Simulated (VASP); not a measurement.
# Co (Pm-3m) in VASP: further runs, part 2 of 2

VASP 6.6.1. The steps go on from the part before.

## 3. Single point, r2SCAN, collinear spin, ferromagnetic start (12.76 Å³/atom)

This run uses another cell than the first one, of 12.76 Å³/atom.

POSCAR

```
Co
1.0
    0.0000000000      2.3364898953      2.3364898953
    2.3364898953      0.0000000000      2.3364898953
    2.3364898953      2.3364898953      0.0000000000
Co
2
Direct
    0.0000000000      0.0000000000      0.0000000000
    0.5000000000      0.5000000000      0.5000000000
```

INCAR.step1

```
ALGO = Normal
EDIFF = 1E-4
ENCUT = 520
GGA = PE
ISMEAR = -1
ISPIN = 2
LASPH = True
LCHARG = False
LMAXMIX = 4
LREAL = False
LWAVE = True
MAGMOM = -2.018 -2.018
NBANDS = 20
NELM = 150
PREC = Accurate
SIGMA = 0.05
```

INCAR.step2

```
ALGO = Normal
EDIFF = 1E-6
ENCUT = 520
ISIF = 2
ISMEAR = -1
ISPIN = 2
ISTART = 1
LASPH = True
LCHARG = False
LMAXMIX = 4
LMIXTAU = True
LORBIT = 11
LREAL = False
LWAVE = False
MAGMOM = -2.018 -2.018
METAGGA = R2SCAN
NBANDS = 20
NELM = 150
PREC = Accurate
SIGMA = 0.05
```

KPOINTS

```
k-points
0
Gamma
  14 14 14
```

Potentials or basis: VASP PAW PBE potentials, release 64 (Co).

Launch:

```console
$ cat potpaw_PBE.64/Co/POTCAR > POTCAR
$ cp INCAR.step1 INCAR
$ mpirun -np 1 vasp_std > vasp.out
$ cp INCAR.step2 INCAR
$ mpirun -np 1 vasp_std > vasp.out
```

OUTCAR:

```text
EDIFF = 1E-6
   ENCUT = 520
   ISIF = 2
   ISMEAR = -1
   ISPIN = 2
   ISTART = 1
   LASPH = True
   LORBIT = 11
   LREAL = False
   METAGGA = R2SCAN
   NELM = 150
   PREC = Accurate

 ion  position               nearest neighbor table
   1  0.000  0.000  0.000-   2 2.34   2 2.34   2 2.34   2 2.34   2 2.34   2 2.34
   2  0.500  0.500  0.500-   1 2.34   1 2.34   1 2.34   1 2.34   1 2.34   1 2.34

  LATTYP: Found a face centered cubic cell.
 ALAT       =     4.6729797906

  Lattice vectors:

 A1 = (   0.0000000000,   2.3364898953,   2.3364898953)
 A2 = (   2.3364898953,   0.0000000000,   2.3364898953)
 A3 = (   2.3364898953,   2.3364898953,   0.0000000000)

Analysis of symmetry for initial positions (statically):
=====================================================================
 Subroutine PRICEL returns following result:

  LATTYP: Found a simple cubic cell.
 ALAT       =     2.3364898953
[... 12 lines left out ...]
 Subroutine GETGRP returns: Found 48 space group operations
 (whereof 48 operations were pure point group operations)
 out of a pool of 48 trial point group operations.

The static configuration has the point symmetry O_h .

Analysis of symmetry for dynamics (positions and initial velocities):
=====================================================================
 Subroutine PRICEL returns following result:

  LATTYP: Found a simple cubic cell.
 ALAT       =     2.3364898953
[... 12 lines left out ...]
 Subroutine GETGRP returns: Found 48 space group operations
 (whereof 48 operations were pure point group operations)
 out of a pool of 48 trial point group operations.

The dynamic configuration has the point symmetry O_h .

Analysis of structural, dynamic, and magnetic symmetry:
=====================================================================
 Subroutine PRICEL returns following result:

  LATTYP: Found a simple cubic cell.
 ALAT       =     2.3364898953
[... 12 lines left out ...]
 Subroutine GETGRP returns: Found 48 space group operations
 (whereof 48 operations were pure point group operations)
[... 142 lines left out ...]
  ext. energy  EPLUGINS =         0.00000000
  ---------------------------------------------------
  free energy    TOTEN  =       -24.96832396 eV

  energy without entropy =      -24.95105935  energy(sigma->0) =      -24.95969166

 E-fermi :   8.6986     XC(G=0): -13.4693

 val. band max:        8.6903332383   @ k =  -0.4286   0.3571   0.0000
 cond. band min:       8.7053733992   @ k =  -0.3571   0.2143   0.0000
 fundamental gap:      0.0150401609
 Fermi energy:         8.6985575710

 spin component 1

 k-point     1 :       0.0000    0.0000    0.0000
  band No.  band energies     occupation
      1      -0.3907      1.00000
      2       4.9936      1.00000
      3       4.9939      1.00000
      4       6.2105      1.00000
      5       6.2109      1.00000
      6       6.2109      1.00000
[... 541 lines left out ...]
     19      28.9915      0.00000
     20      31.1810      0.00000

 [... further k-points ...]

 spin component 2

 k-point     1 :       0.0000    0.0000    0.0000
  band No.  band energies     occupation
      1      -0.2324      1.00000
      2       3.4096      1.00000
      3       3.4096      1.00000
      4       3.4096      1.00000
      5       3.4549      1.00000
      6       3.4549      1.00000
[... 541 lines left out ...]
     19      28.0988      0.00000
     20      30.4046      0.00000

 [... further k-points ...]

------------------------ aborting loop because EDIFF is reached ----------------------------------------

  FORCE on cell =-STRESS in cart. coord.  units (eV):
  Direction    XX          YY          ZZ          XY          YZ          ZX
  --------------------------------------------------------------------------------------
  -------------------------------------------------------------------------------------
  Total       -0.3214617     -0.3214617     -0.3214617      0.0000000     -0.0000000      0.0000000
  in kB      -20.1891506    -20.1891506    -20.1891506      0.0000000     -0.0000000      0.0000000
  external PRESSURE =     -20.1891506 kB  Pullay stress =       0.0000000 kB

 VOLUME and BASIS-vectors are now :
 -----------------------------------------------------------------------------
  energy-cutoff  :      520.00
  volume of cell :       25.51
      direct lattice vectors                 reciprocal lattice vectors
     0.000000000  2.336489895  2.336489895    -0.213996218  0.213996218  0.213996218
     2.336489895  0.000000000  2.336489895     0.213996218 -0.213996218  0.213996218
     2.336489895  2.336489895  0.000000000     0.213996218  0.213996218 -0.213996218

 POSITION                                       TOTAL-FORCE (eV/Angst)
 -----------------------------------------------------------------------------------
      0.00000      0.00000      0.00000        -0.000000      0.000000     -0.000000
      2.33649      2.33649      2.33649         0.000000     -0.000000      0.000000
 -----------------------------------------------------------------------------------
    total drift:                                0.000000      0.000000      0.000000

  FREE ENERGIE OF THE ION-ELECTRON SYSTEM (eV)
  ---------------------------------------------------
  free  energy   TOTEN  =       -24.9683239610 eV

  energy  without entropy=      -24.9510593513  energy(sigma->0) =      -24.95969166

 total charge

# of ion       s       p       d       tot
------------------------------------------
    1        0.517   0.459   7.210   8.186
    2        0.517   0.459   7.210   8.186
--------------------------------------------------
tot          1.034   0.918  14.419  16.372

 magnetization (x)

# of ion       s       p       d       tot
------------------------------------------
    1       -0.019   0.012  -2.066  -2.072
    2       -0.019   0.012  -2.066  -2.072
--------------------------------------------------
tot         -0.037   0.024  -4.132  -4.145
```

OSZICAR.step1:

```text
N       E                     dE             d eps       ncg     rms          rms(c)
DAV:   1     0.917634746128E+02    0.91763E+02   -0.76233E+03  8600   0.110E+03
DAV:   2    -0.904623761019E+01   -0.10081E+03   -0.90756E+02  8492   0.213E+02
DAV:   3    -0.139417537113E+02   -0.48955E+01   -0.46798E+01  9224   0.579E+01
DAV:   4    -0.140271591560E+02   -0.85405E-01   -0.85299E-01 10532   0.677E+00
DAV:   5    -0.140296836285E+02   -0.25245E-02   -0.25243E-02  9780   0.105E+00    0.124E+01
DAV:   6    -0.129742188114E+02    0.10555E+01   -0.69316E+00  9580   0.510E+01    0.769E+00
DAV:   7    -0.125737322165E+02    0.40049E+00   -0.11784E+00  9780   0.198E+01    0.369E+00
DAV:   8    -0.125630484826E+02    0.10684E-01   -0.15237E-02 10168   0.995E-01    0.183E+00
DAV:   9    -0.125522478769E+02    0.10801E-01   -0.36845E-03 11960   0.842E-01    0.437E-01
DAV:  10    -0.125522877708E+02   -0.39894E-04   -0.46513E-04  9348   0.219E-01
   1 F= -.12552288E+02 E0= -.12539828E+02  d E =-.249199E-01  mag=    -3.7358
```

Wall time 5.3 min (1 thread of AMD EPYC 9R45 (Zen 5), shared host); peak memory 0.2 GiB.

What came out:

```
Free energy                                           : -24.9683 eV
Pressure                                              : -2.0 GPa
Net moment                                            : -4.07 μB per cell
Site moments                                          : Co -2.07 μB
Valence electrons inside the program's atomic spheres : Co 8.19
```

Caveat: the PAW data sets were made with another functional, which shifts forces and pressure a little.

## 4. Single point, r2SCAN, collinear spin, antiferromagnetic start

This run uses another cell than the first one, of 11.39 Å³/atom.

POSCAR

```
Co
1.0
    0.0000000000      2.2498724596      2.2498724596
    2.2498724596      0.0000000000      2.2498724596
    2.2498724596      2.2498724596      0.0000000000
Co
2
Direct
    0.0000000000      0.0000000000      0.0000000000
    0.5000000000      0.5000000000      0.5000000000
```

INCAR.step1

```
SYSTEM = Co
PREC     = Accurate       ! precision mode
ENCUT    = 520            ! plane-wave cutoff, eV
ISMEAR   = -1             ! smearing method
SIGMA    = 0.05           ! smearing width, eV
LREAL    = .FALSE.        ! projectors in reciprocal space
LASPH    = .TRUE.         ! aspherical terms in the spheres
NELM     = 150            ! most SCF steps
ISPIN    = 2              ! spin polarisation
MAGMOM   = 1.7 -1.7       ! initial moments
LMAXMIX  = 4              ! l up to which the mixer works
NBANDS   = 20             ! bands
GGA      = PE             ! functional
ALGO     = Normal         ! electronic algorithm
EDIFF    = 1E-4           ! SCF threshold, eV
LWAVE    = .TRUE.         ! write WAVECAR
LCHARG   = .FALSE.        ! write CHGCAR
```

INCAR.step2

```
SYSTEM = Co
PREC     = Accurate       ! precision mode
ENCUT    = 520            ! plane-wave cutoff, eV
EDIFF    = 1E-6           ! SCF threshold, eV
ISMEAR   = -1             ! smearing method
SIGMA    = 0.05           ! smearing width, eV
LREAL    = .FALSE.        ! projectors in reciprocal space
LASPH    = .TRUE.         ! aspherical terms in the spheres
NELM     = 150            ! most SCF steps
ALGO     = Normal         ! electronic algorithm
ISIF     = 2              ! what is computed and relaxed
LWAVE    = .FALSE.        ! write WAVECAR
LCHARG   = .FALSE.        ! write CHGCAR
ISPIN    = 2              ! spin polarisation
MAGMOM   = 1.7 -1.7       ! initial moments
LORBIT   = 11             ! projections on sites
LMAXMIX  = 4              ! l up to which the mixer works
METAGGA  = R2SCAN         ! meta-GGA
LMIXTAU  = .TRUE.       
NBANDS   = 20             ! bands
ISTART   = 1
```

KPOINTS

```
regular mesh
0
G
  20 20 20
  0 0 0
```

Potentials or basis: VASP PAW PBE potentials, release 64 (Co).

Launch:

```console
$ cat potpaw_PBE.64/Co/POTCAR > POTCAR
$ cp INCAR.step1 INCAR
$ mpirun -np 1 vasp_std > vasp.out
$ cp INCAR.step2 INCAR
$ mpirun -np 1 vasp_std > vasp.out
```

OUTCAR:

```text
SYSTEM = Co
   PREC = Accurate
   ENCUT = 520
   EDIFF = 1E-6
   ISMEAR = -1
   LREAL = .FALSE.
   LASPH = .TRUE.
   NELM = 150
   ISIF = 2
   ISPIN = 2
   LORBIT = 11
   METAGGA = R2SCAN
   ISTART = 1

 ion  position               nearest neighbor table
   1  0.000  0.000  0.000-   2 2.25   2 2.25   2 2.25   2 2.25   2 2.25   2 2.25
   2  0.500  0.500  0.500-   1 2.25   1 2.25   1 2.25   1 2.25   1 2.25   1 2.25

  LATTYP: Found a face centered cubic cell.
 ALAT       =     4.4997449192

  Lattice vectors:

 A1 = (   0.0000000000,   2.2498724596,   2.2498724596)
 A2 = (   2.2498724596,   0.0000000000,   2.2498724596)
 A3 = (   2.2498724596,   2.2498724596,   0.0000000000)

Analysis of symmetry for initial positions (statically):
=====================================================================
 Subroutine PRICEL returns following result:

  LATTYP: Found a simple cubic cell.
 ALAT       =     2.2498724596
[... 12 lines left out ...]
 Subroutine GETGRP returns: Found 48 space group operations
 (whereof 48 operations were pure point group operations)
 out of a pool of 48 trial point group operations.

The static configuration has the point symmetry O_h .

Analysis of symmetry for dynamics (positions and initial velocities):
=====================================================================
 Subroutine PRICEL returns following result:

  LATTYP: Found a simple cubic cell.
 ALAT       =     2.2498724596
[... 12 lines left out ...]
 Subroutine GETGRP returns: Found 48 space group operations
 (whereof 48 operations were pure point group operations)
 out of a pool of 48 trial point group operations.

The dynamic configuration has the point symmetry O_h .

Analysis of structural, dynamic, and magnetic symmetry:
=====================================================================
 Subroutine PRICEL returns following result:

  LATTYP: Found a simple cubic cell.
 ALAT       =     2.2498724596
[... 12 lines left out ...]
 Subroutine GETGRP returns: Found 48 space group operations
 (whereof 48 operations were pure point group operations)
 out of a pool of 48 trial point group operations.

[... 142 lines left out ...]
  ---------------------------------------------------
  free energy    TOTEN  =       -23.68047199 eV

  energy without entropy =      -23.63589700  energy(sigma->0) =      -23.65818449

 E-fermi :   9.4455     XC(G=0): -14.0562

 val. band max:        9.4454517901   @ k =   0.2000   0.2000   0.0000
 cond. band min:       9.4486309952   @ k =   0.4000   0.1000   0.0000
 fundamental gap:      0.0031792051
 Fermi energy:         9.4455117656

 spin component 1

 k-point     1 :       0.0000    0.0000    0.0000
  band No.  band energies     occupation
      1       0.6378      1.00000
      2       5.4919      1.00000
      3       5.4919      1.00000
      4       5.8850      1.00000
      5       5.8850      1.00000
      6       5.8851      1.00000
[... 541 lines left out ...]
     19      33.5727      0.00000
     20      34.9057      0.00000

 [... further k-points ...]

 spin component 2

 k-point     1 :       0.0000    0.0000    0.0000
  band No.  band energies     occupation
      1       0.6378      1.00000
      2       5.4919      1.00000
      3       5.4919      1.00000
      4       5.8850      1.00000
      5       5.8850      1.00000
      6       5.8851      1.00000
[... 541 lines left out ...]
     19      33.5727      0.00000
     20      34.9057      0.00000

 [... further k-points ...]

------------------------ aborting loop because EDIFF is reached ----------------------------------------

  FORCE on cell =-STRESS in cart. coord.  units (eV):
  Direction    XX          YY          ZZ          XY          YZ          ZX
  --------------------------------------------------------------------------------------
  -------------------------------------------------------------------------------------
  Total        0.0384351      0.0384351      0.0384351     -0.0000000     -0.0000000     -0.0000000
  in kB        2.7035528      2.7035528      2.7035528     -0.0000000     -0.0000000     -0.0000000
  external PRESSURE =       2.7035528 kB  Pullay stress =       0.0000000 kB

 VOLUME and BASIS-vectors are now :
 -----------------------------------------------------------------------------
  energy-cutoff  :      520.00
  volume of cell :       22.78
      direct lattice vectors                 reciprocal lattice vectors
     0.000000000  2.249872460  2.249872460    -0.222234820  0.222234820  0.222234820
     2.249872460  0.000000000  2.249872460     0.222234820 -0.222234820  0.222234820
     2.249872460  2.249872460  0.000000000     0.222234820  0.222234820 -0.222234820

 POSITION                                       TOTAL-FORCE (eV/Angst)
 -----------------------------------------------------------------------------------
      0.00000      0.00000      0.00000        -0.000000      0.000000      0.000000
      2.24987      2.24987      2.24987         0.000000     -0.000000     -0.000000
 -----------------------------------------------------------------------------------
    total drift:                                0.000000     -0.000000      0.000000

  FREE ENERGIE OF THE ION-ELECTRON SYSTEM (eV)
  ---------------------------------------------------
  free  energy   TOTEN  =       -23.6804719889 eV

  energy  without entropy=      -23.6358969958  energy(sigma->0) =      -23.65818449

 total charge

# of ion       s       p       d       tot
------------------------------------------
    1        0.543   0.468   7.419   8.430
    2        0.543   0.468   7.419   8.430
--------------------------------------------------
tot          1.086   0.936  14.837  16.860

 magnetization (x)

# of ion       s       p       d       tot
------------------------------------------
    1       -0.000  -0.000  -0.000  -0.000
    2        0.000   0.000   0.000   0.000
--------------------------------------------------
tot          0.000   0.000   0.000   0.000
```

OUTCAR.step1:

```text
SYSTEM = Co
   PREC = Accurate
   ENCUT = 520
   ISMEAR = -1
   LREAL = .FALSE.
   LASPH = .TRUE.
[... 1375 lines left out ...]
      0.00000      0.00000      0.00000         0.000000     -0.000000      0.000000
      2.24987      2.24987      2.24987        -0.000000      0.000000     -0.000000
 -----------------------------------------------------------------------------------
    total drift:                                0.000000     -0.000000      0.000000

  FREE ENERGIE OF THE ION-ELECTRON SYSTEM (eV)
  ---------------------------------------------------
  free  energy   TOTEN  =       -12.0153101154 eV

  energy  without entropy=      -11.9696593171  energy(sigma->0) =      -11.99248472
```

OSZICAR.step1:

```text
N       E                     dE             d eps       ncg     rms          rms(c)
DAV:   1     0.895261313319E+02    0.89526E+02   -0.76641E+03 21648   0.117E+03
DAV:   2    -0.863227918199E+01   -0.98158E+02   -0.88651E+02 20816   0.216E+02
DAV:   3    -0.133884525628E+02   -0.47562E+01   -0.45298E+01 22768   0.576E+01
DAV:   4    -0.134721669520E+02   -0.83714E-01   -0.83590E-01 25584   0.678E+00
DAV:   5    -0.134746805399E+02   -0.25136E-02   -0.25133E-02 24068   0.109E+00    0.134E+01
DAV:   6    -0.122710953975E+02    0.12036E+01   -0.61573E+00 23444   0.481E+01    0.578E+00
DAV:   7    -0.119895717054E+02    0.28152E+00   -0.10104E+00 24804   0.190E+01    0.270E+00
DAV:   8    -0.120121031309E+02   -0.22531E-01   -0.11833E-01 32596   0.564E+00    0.102E+00
DAV:   9    -0.120151330787E+02   -0.30299E-02   -0.21836E-02 34380   0.236E+00    0.312E-01
DAV:  10    -0.120152777291E+02   -0.14465E-03   -0.32145E-03 33264   0.953E-01    0.561E-02
DAV:  11    -0.120153101154E+02   -0.32386E-04   -0.17403E-04 17372   0.142E-01
   1 F= -.12015310E+02 E0= -.11992485E+02  d E =-.456508E-01  mag=     0.0000
```

Run time: 8.4 min. Hardware: 1 thread of AMD EPYC 9R45 (Zen 5), shared host; peak memory 0.25 GiB.

What came out:

- Free energy: -23.6805 eV
- Pressure: 0.3 GPa
- Band gap on the k mesh: zero (filled and empty bands overlap)
- Net moment: 0.00 μB per cell
- Valence electrons inside the program's atomic spheres: Co 8.43

Caveat: the moments typed at the start vanished in this run; the PAW data sets were made with another functional, which shifts forces and pressure a little.
